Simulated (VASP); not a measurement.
A run of VASP 6.6.1 is set up as follows.

The input INCAR:

```
PREC = Accurate
ENCUT = 520
EDIFF = 1E-6
ISMEAR = 0
SIGMA = 0.1
LREAL = F
LASPH = T
NELM = 100
ALGO = Normal
ISIF = 2
LWAVE = F
LCHARG = F
GGA = PE
NBANDS = 46
```

KPOINTS

```
regular mesh
0
Gamma
  10 10 4
```

POSCAR

```
NbAs
1.0
    3.3345427693      0.0000000000      0.0000000000
    0.0000000000      3.3345427693      0.0000000000
    0.0000000000      0.0000000000     12.0311442825
Nb As
4 4
Direct
    0.5000000000      0.5000000000      0.9999850936
    0.5000000000      0.0000000000      0.2499850936
    0.0000000000      0.0000000000      0.4999850936
    0.0000000000      0.5000000000      0.7499850936
    0.0000000000      0.0000000000      0.9160149064
    0.0000000000      0.5000000000      0.1660149064
    0.5000000000      0.5000000000      0.4160149064
    0.5000000000      0.0000000000      0.6660149064
```

Potentials or basis: VASP PAW PBE potentials, release 64 (Nb_sv, As).

Command:

```sh
$ cat potpaw_PBE.64/Nb_sv/POTCAR potpaw_PBE.64/As/POTCAR > POTCAR
$ mpirun -np 1 vasp_std > vasp.out
```

Problem. Predict the largest force.

Solution. 0.216 eV/Å.

Problem. Predict the band gap on the k mesh.

Solution. Zero (bands 36 and 37 overlap by 0.21 eV).

Problem. What does it give for the pressure?

Solution. 12.4 GPa.

Stress tensor (GPa, compression positive):
```
16.35  0.00  0.00
 0.00 16.35  0.00
 0.00  0.00  4.48
```

Caveat: the cell differs from its parent crystal (biaxial strain in the a-b plane: -4.0 %); the cell stands under pressure.
